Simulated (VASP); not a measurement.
A run of VASP 6.6.1 is set up as follows.

The input INCAR:

```
PREC = Accurate
ENCUT = 520
EDIFF = 1E-8
ISMEAR = -1
SIGMA = 0.15
LREAL = F
LASPH = T
NELM = 100
ALGO = Normal
ISIF = 2
LWAVE = F
LCHARG = F
GGA = PS
LEFG = T
NBANDS = 58
```

The input KPOINTS:

```
Automatic mesh
0
Gamma
  6 6 6
```

POSCAR

```
Sn3O
1.0
    5.7746734306      0.0000000000      0.0000000000
   -2.8873367153      5.0010138895      0.0000000000
    0.0000000000      0.0000000000      5.9979439353
Sn O
6 2
Direct
    0.3298385519      0.0000000000      0.0000000000
    0.3298385519      0.3298385519      0.5000000000
    0.0000000000      0.3298385519      0.0000000000
    0.6701614481      0.0000000000      0.5000000000
    0.6701614481      0.6701614481      0.0000000000
    0.0000000000      0.6701614481      0.5000000000
    0.3333333333      0.6666666667      0.2500000000
    0.6666666667      0.3333333333      0.7500000000
```

Potentials or basis: VASP PAW PBE potentials, release 64 (Sn_d, O).

The run is started by

```console
$ cat potpaw_PBE.64/Sn_d/POTCAR potpaw_PBE.64/O/POTCAR > POTCAR
$ mpirun -np 1 vasp_std > vasp.out
```

Estimate the band gap on the k mesh.

zero (band 48 reaches 8.70 eV, above the bottom of band 49 at 7.35 eV).

What does it give for the largest force?

0.007 eV/Å.

Electric field gradients, principal values (V/Å²):
| atom | least | middle | greatest (by size) |
| --- | --- | --- | --- |
| 1 Sn | -27.520 | -96.728 | 124.248 |
| 2 Sn | -27.519 | -96.729 | 124.248 |
| 3 Sn | -27.520 | -96.728 | 124.248 |
| 4 Sn | -27.520 | -96.728 | 124.248 |
| 5 Sn | -27.519 | -96.729 | 124.248 |
| 6 Sn | -27.520 | -96.728 | 124.248 |
| 7 O | -1.099 | -1.100 | 2.199 |
| 8 O | -1.099 | -1.100 | 2.199 |

Caveat: without QUAD_EFG the Cq values of the log hold for a quadrupole moment of 1 mb, not for the nuclei; the PAW data sets were made with another functional, which shifts forces and pressure a little; spin-orbit coupling is left out, which moves the levels of the heavy elements.
